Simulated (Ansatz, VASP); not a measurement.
AlGaN2: VASP beside Ansatz

The input INCAR:

```
SYSTEM = AlGaN2
PREC = Accurate ; ENCUT = 520
EDIFF = 1E-6 ; ISMEAR = 0
SIGMA = 0.05 ; LREAL = .False.
LASPH = .True. ; NELM = 80
ALGO = Normal ; ISIF = 2
LWAVE = .False. ; LCHARG = .True.
LELF = .True. ; LVHAR = .True.
NBANDS = 36
```

Contents of KPOINTS:

```
regular mesh
0
Gamma
  8 8 4
  0 0 0
```

The input POSCAR:

```
AlGaN2
1.0
    3.1152864652      0.0000000000      0.0000000000
    0.0000000000      3.1152864652      0.0000000000
    0.0000000000      0.0000000000      8.7686604219
Al Ga N
2 2 4
Direct
    0.5000000000      0.5000000000      0.2500000000
    0.5000000000      0.5000000000      0.7500000000
    0.0000000000      0.0000000000      0.0057191243
    0.0000000000      0.0000000000      0.4942808757
    0.5000000000      0.0000000000      0.3956852264
    0.5000000000      0.0000000000      0.8443660992
    0.0000000000      0.5000000000      0.1043147736
    0.0000000000      0.5000000000      0.6556339008
```

Input for Ansatz:

```yaml
crystal:
  lattice:
    - [3.1152864652, 0.0, 0.0]
    - [0.0, 3.1152864652, 0.0]
    - [0.0, 0.0, 8.7686604219]
  atoms:
    - { symbol: Al, position: [0.5, 0.5, 0.25] }
    - { symbol: Al, position: [0.5, 0.5, 0.75] }
    - { symbol: Ga, position: [0.0, 0.0, 0.0057191243] }
    - { symbol: Ga, position: [0.0, 0.0, 0.4942808757] }
    - { symbol: "N", position: [0.5, 0.0, 0.3956852264] }
    - { symbol: "N", position: [0.5, 0.0, 0.8443660992] }
    - { symbol: "N", position: [0.0, 0.5, 0.1043147736] }
    - { symbol: "N", position: [0.0, 0.5, 0.6556339008] }
basis:
  ecutwfc: 420
kpoints:
  mp_grid: { grid: [8, 8, 4] }
hamiltonian:
  xc: lda
scf:
  occupations: { method: gaussian, width: 0.05 }
output:
  forces: true
  stress: true
  eigenvalues: true
```

Change from the starting cell: mode 23 (735.8 1/cm) frozen in, largest displacement +0.225 Å.

Alike in both runs: task single point; functional LDA; k mesh 8 × 8 × 4; occupations gaussian, width 0.05 eV; no spin polarisation.

|  | VASP | Ansatz |
| --- | --- | --- |
| version | VASP 6.6.1 | Ansatz 0.2.0 |
| potentials or method | VASP PAW LDA potentials, release 64 (Al, Ga_d, N), cutoff 520 eV | scalar-relativistic, plane waves, PAW |
| valence electrons in the cell | 52 | 52 |

VASP gave:

```
gap on the k mesh at the Fermi level (eV)                     : 1.07
least direct gap on the mesh (eV)                             : 1.07
pressure (GPa)                                                : 10.2
traceless stress, the component that is largest in VASP (GPa) : -12.14
rms of the force components (eV/Å)                            : 3.047
```

Question: What did Ansatz give for the same quantities?

Answer: gap on the k mesh at the Fermi level (eV): 1.08; least direct gap on the mesh (eV): 1.08; pressure (GPa): 9.2; traceless stress, the component that is largest in VASP (GPa): -12.01; rms of the force components (eV/Å): 3.017.

LDA's correlation is that of Perdew and Zunger in VASP and of Perdew and Wang (1992) in Ansatz. Atom by atom the forces differ by 0.031 eV/Å (rms over components).
